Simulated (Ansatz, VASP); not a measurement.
Two plane-wave programs on ReF3

The input INCAR:

```
ALGO     = Normal         # electronic algorithm
EDIFF    = 1E-6           # SCF threshold, eV
ENCUT    = 520            # plane-wave cutoff, eV
GGA      = PE             # functional
ISIF     = 2              # what is computed and relaxed
ISMEAR   = 0              # smearing method
ISPIN    = 2              # spin polarisation
LASPH    = True           # aspherical terms in the spheres
LCHARG   = True           # write CHGCAR
LELF     = True           # ELF
LMAXMIX  = 4              # l up to which the mixer works
LORBIT   = 11             # projections on sites
LREAL    = False          # projectors in reciprocal space
LVHAR    = True         
LWAVE    = False          # write WAVECAR
MAGMOM   = 1.13 0 0 0     # initial moments
NBANDS   = 26             # bands
NELM     = 150            # most SCF steps
PREC     = Accurate       # precision mode
SIGMA    = 0.05           # smearing width, eV
```

KPOINTS

```
k-points
0
Gamma
  10 10 10
```

The input POSCAR:

```
ReF3
1.0
    4.0727436752      0.0000000000      0.0000000000
    0.0000000000      4.0727436752      0.0000000000
    0.0000000000      0.0000000000      4.0727436752
Re F
1 3
Direct
    0.0000000000      0.0000000000      0.0000000000
    0.5000000000      0.0000000000      0.0000000000
    0.0000000000      0.0000000000      0.5000000000
    0.0000000000      0.5000000000      0.0000000000
```

Input for Ansatz:

```yaml
crystal:
  lattice:
    - [4.0727436752, 0.0, 0.0]
    - [0.0, 4.0727436752, 0.0]
    - [0.0, 0.0, 4.0727436752]
  atoms:
    - { symbol: Re, position: [0.0, 0.0, 0.0], spin: 1.13 }
    - { symbol: F, position: [0.5, 0.0, 0.0] }
    - { symbol: F, position: [0.0, 0.0, 0.5] }
    - { symbol: F, position: [0.0, 0.5, 0.0] }
basis:
  ecutwfc: 420
  ecutrho_ratio: 4
kpoints:
  mp_grid: { grid: [10, 10, 10] }
hamiltonian:
  xc: pbe
scf:
  occupations: { method: gaussian, width: 0.05 }
output:
  forces: true
  stress: true
  eigenvalues: true
  populations: true
magnetization:
  spin_polarized: true
```

Alike in both runs: task single point; functional PBE; k mesh 10 × 10 × 10; occupations gaussian, width 0.05 eV; collinear spin.

|  | VASP | Ansatz |
| --- | --- | --- |
| version | VASP 6.6.1 | Ansatz 0.2.0 |
| potentials or method | VASP PAW PBE potentials, release 64 (Re, F), cutoff 520 eV | scalar-relativistic, plane waves, PAW |
| valence electrons in the cell | 28 | 36 |

VASP gave:

| Item | Value |
| --- | --- |
| gap on the k mesh at the Fermi level (eV) | none |
| pressure (GPa) | 0.8 |
| net moment per atom (μB) | 0.50 |
| size of the moment on the site where the two differ most (μB) | 1.68 |

Question: Estimate Ansatz's values.

Answer: gap on the k mesh at the Fermi level (eV): none; pressure (GPa): 0.0; net moment per atom (μB): 0.50; size of the moment on the site where the two differ most (μB): 1.03.

Site moments also hang on the region over which each program counts them. A gap of «none» marks a metal or a gap that the smearing closes. VASP's potentials hold 28 valence electrons a cell and Ansatz's 36, so a difference there can come from the potentials and not from the codes.

Spin-orbit coupling is off throughout.
